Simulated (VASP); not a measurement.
# MgB2 (P6/mmm) in VASP: notebook

MgB2 is run at these levels: r2SCAN; tasks: single point.

Program: VASP 6.6.1. These are calculated values, not measurements. Logs are shortened: lines on timing, memory, paths and dates and some standing lists are left out, and cuts for length are marked.

**1. The cell of the first run**

It takes space group P6/mmm (No. 191, hexagonal). The conventional cell has a = 3.090 Å, b = 3.090 Å, c = 3.570 Å, α = 90.00°, β = 90.00°, γ = 120.00°. Mg (site symmetry 6/mmm) has 12 B at 2.52 Å and 6 Mg at 3.09 Å within 3.3 Å. Within 2.4 Å of B (site symmetry -6m2) lie 3 B at 1.78 Å.

**2. Single point, r2SCAN (9.84 Å³/atom)**

The input, POSCAR:

```
MgB2
1.0
    3.0898339017      0.0000000000      0.0000000000
   -1.5449169508      2.6758746523      0.0000000000
    0.0000000000      0.0000000000      3.5697752422
Mg B
1 2
Direct
    0.0000000000      0.0000000000      0.0000000000
    0.3333333333      0.6666666667      0.5000000000
    0.6666666667      0.3333333333      0.5000000000
```

The input, INCAR.step1:

```
SYSTEM = MgB2
ALGO     = Normal         ! electronic algorithm
EDIFF    = 1E-5           ! SCF threshold, eV
ENCUT    = 920            ! plane-wave cutoff, eV
GGA      = PE             ! functional
GGA_COMPAT= .FALSE.      
ISMEAR   = 0              ! smearing method
LASPH    = .TRUE.         ! aspherical terms in the spheres
LCHARG   = .FALSE.        ! write CHGCAR
LREAL    = .FALSE.        ! projectors in reciprocal space
LWAVE    = .TRUE.         ! write WAVECAR
NBANDS   = 15             ! bands
NELM     = 120            ! most SCF steps
PREC     = Accurate       ! precision mode
SIGMA    = 0.1            ! smearing width, eV
```

The input, INCAR.step2:

```
SYSTEM = MgB2
ALGO     = Normal         ! electronic algorithm
EDIFF    = 1E-6           ! SCF threshold, eV
ENCUT    = 920            ! plane-wave cutoff, eV
GGA_COMPAT= .FALSE.      
ISIF     = 2              ! what is computed and relaxed
ISMEAR   = 0              ! smearing method
ISTART   = 1            
LASPH    = .TRUE.         ! aspherical terms in the spheres
LCHARG   = .FALSE.        ! write CHGCAR
LMIXTAU  = .TRUE.       
LREAL    = .FALSE.        ! projectors in reciprocal space
LWAVE    = .FALSE.        ! write WAVECAR
METAGGA  = R2SCAN         ! meta-GGA
NBANDS   = 15             ! bands
NELM     = 120            ! most SCF steps
PREC     = Accurate       ! precision mode
SIGMA    = 0.1            ! smearing width, eV
```

The input, KPOINTS:

```
k-points
0
G
  15 15 12
  0 0 0
```

Potentials or basis: VASP PAW PBE potentials, release 64 (Mg_sv, B).

Launch:

```sh
$ cat potpaw_PBE.64/Mg_sv/POTCAR potpaw_PBE.64/B/POTCAR > POTCAR
$ cp INCAR.step1 INCAR
$ mpirun -np 1 vasp_std > vasp.out
$ cp INCAR.step2 INCAR
$ mpirun -np 1 vasp_std > vasp.out
```

OUTCAR:

```text
SYSTEM = MgB2
   EDIFF = 1E-6
   ENCUT = 920
   ISIF = 2
   ISMEAR = 0
   ISTART = 1
   LASPH = .TRUE.
   LREAL = .FALSE.
   METAGGA = R2SCAN
   NELM = 120
   PREC = Accurate

 ion  position               nearest neighbor table
   1  0.000  0.000  0.000-
   2  0.333  0.667  0.500-   3 1.78   3 1.78   3 1.78
   3  0.667  0.333  0.500-   2 1.78   2 1.78   2 1.78

  LATTYP: Found a hexagonal cell.
 ALAT       =     3.0898339017
 C/A-ratio  =     1.1553291717

  Lattice vectors:

 A1 = (   3.0898339017,   0.0000000000,   0.0000000000)
 A2 = (  -1.5449169508,   2.6758746523,   0.0000000000)
 A3 = (   0.0000000000,   0.0000000000,   3.5697752422)

Analysis of symmetry for initial positions (statically):
=====================================================================
 Subroutine PRICEL returns:
 Original cell was already a primitive cell.

 Routine SETGRP: Setting up the symmetry group for a
 hexagonal supercell.

 Subroutine GETGRP returns: Found 24 space group operations
 (whereof 24 operations were pure point group operations)
 out of a pool of 24 trial point group operations.

The static configuration has the point symmetry D_6h.

Analysis of symmetry for dynamics (positions and initial velocities):
=====================================================================
 Subroutine PRICEL returns:
 Original cell was already a primitive cell.

 Routine SETGRP: Setting up the symmetry group for a
 hexagonal supercell.

 Subroutine GETGRP returns: Found 24 space group operations
 (whereof 24 operations were pure point group operations)
 out of a pool of 24 trial point group operations.

The dynamic configuration has the point symmetry D_6h.

 Subroutine INISYM returns: Found 24 space group operations
 (whereof 24 operations are pure point group operations),
 and found     1 'primitive' translations

----------------------------------------------------------------------------------------

                                     Primitive cell

  volume of cell :      29.5149

  direct lattice vectors                    reciprocal lattice vectors
     3.089833902  0.000000000  0.000000000     0.323641992  0.186854791  0.000000000
    -1.544916951  2.675874652  0.000000000     0.000000000  0.373709583  0.000000000
     0.000000000  0.000000000  3.569775242     0.000000000  0.000000000  0.280129681

  length of vectors
[... 89 lines left out ...]
   NFREE  =      0    steps in history (QN), initial steepest desc. (CG)
   ISIF   =      2    stress and relaxation
   ISYM   =      2    0-nonsym 1-usesym 2-fastsym
   POTIM  = 0.5000    time-step for ionic-motion
   TEBEG  =    0.0;   TEEND  =   0.0 temperature during run
   PSTRESS=    0.0 pullay stress
   NELECT =      16.0000    total number of electrons
   NUPDOWN=      -1.0000    fix difference up-down
   EMIN   =  10.00;   EMAX   =-10.00  energy-range for DOS
   EFERMI =   0.00;   METHOD = LEGACY
   ISMEAR =     0;   SIGMA  =   0.10  broadening in eV -4-tet -1-fermi 0-gaus
   EFERMI_NEDOS =   21; number of points for ismear=-14 and -15
   IALGO  =     38    algorithm
   IMIX   =      4    mixing-type and parameters
     AMIX     =   0.40;   BMIX     =  1.00
     AMIX_MAG =   1.60;   BMIX_MAG =  1.00
  volume/ion in A,a.u.               =       9.84        66.39
  Fermi-wavevector in a.u.,A,eV,Ry     =   1.334855  2.522511 24.243392  1.781839
  Thomas-Fermi vector in A             =   2.463605
   LORBIT       =      0    0 simple, 1 ext, 2 COOP (PROOUT), +10 PAW based schemes
   METAGGA = R2SCAN    functional components
   LHFCALC =     F    Hartree Fock is set to
   AEXX    =    0.0000 exact exchange contribution
   IVDW    =     0    specifies the selected vdW correction
   LEPSILON=     F    determine dielectric tensor
   LRPA    =     F    only Hartree local field effects (RPA)
 non-spin polarized calculation
 Gauss-broadening in eV      SIGMA  =   0.10
  energy-cutoff  :      920.00
  volume of cell :       29.51
 maximum number of plane-waves:      1890
 NGX is ok and might be reduce to    32
   NGX = 15   NGY = 15   NGZ = 17

 number of electron      15.9999995 magnetization

 Free energy of the ion-electron system (eV)
  ---------------------------------------------------
  ext. energy  EPLUGINS =         0.00000000
  ---------------------------------------------------
  free energy    TOTEN  =       -19.40859938 eV

  energy without entropy =      -19.40583265  energy(sigma->0) =      -19.40721601

 E-fermi :   5.0034     XC(G=0): -11.7358

 val. band max:        4.9959486551   @ k =   0.1333   0.0000   0.3333
 cond. band min:       5.0205442538   @ k =   0.0667   0.0000   0.0833
 fundamental gap:      0.0245955987
 Fermi energy:         5.0033709537

 k-point     1 :       0.0000    0.0000    0.0000
  band No.  band energies     occupation
      1     -73.3461      2.00000
      2     -38.4553      2.00000
      3     -38.4553      2.00000
      4     -38.4337      2.00000
      5      -8.1197      2.00000
      6       1.7882      2.00000
      7       5.4306      0.00000
      8       5.4306      0.00000
      9       6.7541      0.00000
     10      11.6748      0.00000
     11      11.6748      0.00000
     12      13.4824      0.00000
     13      15.7154      0.00000
     14      18.8249      0.00000
[... 401 lines left out ...]
      2     -38.4888      2.00000
      3     -38.4727      2.00000
      4     -38.4274      2.00000
      5      -3.6054      2.00000
      6      -2.7626      2.00000
      7       0.4064      2.00000
      8       5.7423      0.00000
      9       7.8180      0.00000
     10      10.8985      0.00000
     11      11.2976      0.00000
     12      13.7335      0.00000
     13      15.0116      0.00000
     14      17.5837      0.00000
     15      19.5376      0.00000

 [... further k-points ...]
[... 5 lines left out ...]
  --------------------------------------------------------------------------------------
  -------------------------------------------------------------------------------------
  Total       -0.7336210     -0.7336210     -0.7311735     -0.0000000     -0.0000000      0.0000000
  in kB      -39.8236019    -39.8236019    -39.6907432     -0.0000000     -0.0000000      0.0000000
  external PRESSURE =     -39.7793157 kB  Pullay stress =       0.0000000 kB

 VOLUME and BASIS-vectors are now :
 -----------------------------------------------------------------------------
  energy-cutoff  :      920.00
  volume of cell :       29.51
      direct lattice vectors                 reciprocal lattice vectors
     3.089833902  0.000000000  0.000000000     0.323641992  0.186854791  0.000000000
    -1.544916951  2.675874652  0.000000000     0.000000000  0.373709583  0.000000000
     0.000000000  0.000000000  3.569775242     0.000000000  0.000000000  0.280129681

 POSITION                                       TOTAL-FORCE (eV/Angst)
 -----------------------------------------------------------------------------------
      0.00000      0.00000      0.00000        -0.000000      0.000000      0.000000
     -0.00000      1.78392      1.78489        -0.000000      0.000000      0.000000
      1.54492      0.89196      1.78489         0.000000      0.000000     -0.000000
 -----------------------------------------------------------------------------------
    total drift:                                0.000000     -0.000000      0.000000

  FREE ENERGIE OF THE ION-ELECTRON SYSTEM (eV)
  ---------------------------------------------------
  free  energy   TOTEN  =       -19.4085993771 eV

  energy  without entropy=      -19.4058326476  energy(sigma->0) =      -19.40721601
```

OUTCAR.step1:

```text
SYSTEM = MgB2
   EDIFF = 1E-5
   ENCUT = 920
   GGA = PE
   ISMEAR = 0
   LASPH = .TRUE.
   LREAL = .FALSE.
   NELM = 120
[... 656 lines left out ...]
      0.00000      0.00000      0.00000         0.000000      0.000000     -0.000000
     -0.00000      1.78392      1.78489        -0.000000      0.000000     -0.000000
      1.54492      0.89196      1.78489         0.000000      0.000000      0.000000
 -----------------------------------------------------------------------------------
    total drift:                                0.000000     -0.000000      0.000000

  FREE ENERGIE OF THE ION-ELECTRON SYSTEM (eV)
  ---------------------------------------------------
  free  energy   TOTEN  =       -15.3069745294 eV

  energy  without entropy=      -15.3035133527  energy(sigma->0) =      -15.30524394
```

OSZICAR.step1:

```text
N       E                     dE             d eps       ncg     rms          rms(c)
DAV:   1     0.127105092089E+03    0.12711E+03   -0.12678E+04  5670   0.172E+03
DAV:   2    -0.122454654849E+02   -0.13935E+03   -0.13299E+03  6748   0.389E+02
DAV:   3    -0.169884984804E+02   -0.47430E+01   -0.46915E+01  8711   0.663E+01
DAV:   4    -0.170569569897E+02   -0.68459E-01   -0.68449E-01  6185   0.740E+00
DAV:   5    -0.170582801828E+02   -0.13232E-02   -0.13232E-02  7942   0.846E-01    0.698E+00
DAV:   6    -0.155620029170E+02    0.14963E+01   -0.90098E-01  6965   0.707E+00    0.321E+00
DAV:   7    -0.153121304908E+02    0.24987E+00   -0.50683E-01  7385   0.455E+00    0.796E-01
DAV:   8    -0.153130147599E+02   -0.88427E-03   -0.65320E-02  6615   0.230E+00    0.392E-01
DAV:   9    -0.153069784873E+02    0.60363E-02   -0.62599E-03  6692   0.656E-01    0.565E-02
DAV:  10    -0.153069656202E+02    0.12867E-04   -0.84948E-04  7504   0.238E-01    0.359E-02
DAV:  11    -0.153069806644E+02   -0.15044E-04   -0.37550E-05  6643   0.517E-02    0.130E-02
DAV:  12    -0.153069745294E+02    0.61350E-05   -0.13924E-05  6778   0.294E-02
   1 F= -.15306975E+02 E0= -.15305244E+02  d E =-.346118E-02
```

Wall time 9.1 min (1 thread of AMD EPYC 7R43 (Zen 3), shared host); peak memory 0.29 GiB.

Results:

```
Free energy            : -19.4086 eV
Pressure               : -4.0 GPa
Band gap on the k mesh : zero (bands 8 and 9 overlap by 3.85 eV)
```

Levels at points of the mesh, in eV from the Fermi level:
```
           k point  band 5  band 6  band 7  band 8  band 9  band 10  band 11  band 12
(0.00, 0.00, 0.00)  -13.12   -3.22    0.43    0.43    1.75     6.67     6.67     8.48
(0.00, 0.00, 0.50)  -11.90   -7.68    0.79    0.79    6.97     6.97     8.61    10.26
```

Caveat: the cell stands under tension; the PAW data sets were made with another functional, which shifts forces and pressure a little.

**3. Single point, r2SCAN**

This run uses another cell than the first one, of 9.55 Å³/atom.

The input, POSCAR:

```
MgB2
1.0
    3.0657312950      0.0000000000      0.0000000000
   -1.5328656475      2.6550011827      0.0000000000
    0.0000000000      0.0000000000      3.5205112953
Mg B
1 2
Direct
    0.0000000000      0.0000000000      0.0000000000
    0.3333333333      0.6666666667      0.5000000000
    0.6666666667      0.3333333333      0.5000000000
```

The input, INCAR.step1:

```
SYSTEM = MgB2
PREC = Accurate ; ENCUT = 920
ISMEAR = 0 ; SIGMA = 0.1
LREAL = .FALSE. ; LASPH = .TRUE.
NELM = 120 ; NBANDS = 15
GGA = PE ; ALGO = Normal
EDIFF = 1E-5 ; LWAVE = .TRUE.
LCHARG = .FALSE. ; GGA_COMPAT = .FALSE.
```

The input, INCAR.step2:

```
SYSTEM = MgB2
PREC = Accurate ; ENCUT = 920
EDIFF = 1E-6 ; ISMEAR = 0
SIGMA = 0.1 ; LREAL = .FALSE.
LASPH = .TRUE. ; NELM = 120
ALGO = Normal ; ISIF = 2
LWAVE = .FALSE. ; LCHARG = .FALSE.
METAGGA = R2SCAN ; LMIXTAU = .TRUE.
NBANDS = 15 ; ISTART = 1
GGA_COMPAT = .FALSE.
```

The input, KPOINTS:

```
Automatic mesh
0
G
  15 15 12
  0 0 0
```

Potentials or basis: VASP PAW PBE potentials, release 64 (Mg_sv, B).

Launch:

```sh
$ cat potpaw_PBE.64/Mg_sv/POTCAR potpaw_PBE.64/B/POTCAR > POTCAR
$ cp INCAR.step1 INCAR
$ mpirun -np 1 vasp_std > vasp.out
$ cp INCAR.step2 INCAR
$ mpirun -np 1 vasp_std > vasp.out
```

Wall time 8.7 min (1 thread of Intel Xeon Platinum 8259CL at 2.50GHz (Skylake/Cascade Lake), shared host); peak memory 0.3 GiB.

Results (log left out):

- Free energy: -19.4177 eV
- Pressure: 0.3 GPa
- Band gap on the k mesh: zero (bands 8 and 9 overlap by 3.97 eV)

Levels at points of the mesh, in eV from the Fermi level:
| k point | band 5 | band 6 | band 7 | band 8 | band 9 | band 10 | band 11 | band 12 |
| --- | --- | --- | --- | --- | --- | --- | --- | --- |
| (0.00, 0.00, 0.00) | -13.30 | -3.21 | 0.42 | 0.42 | 1.93 | 6.74 | 6.74 | 8.71 |
| (0.00, 0.00, 0.50) | -12.01 | -7.81 | 0.81 | 0.81 | 7.04 | 7.04 | 8.72 | 10.64 |

Caveat: the PAW data sets were made with another functional, which shifts forces and pressure a little.

The gap in the log of VASP goes by the Fermi energy; the results here count the filled bands.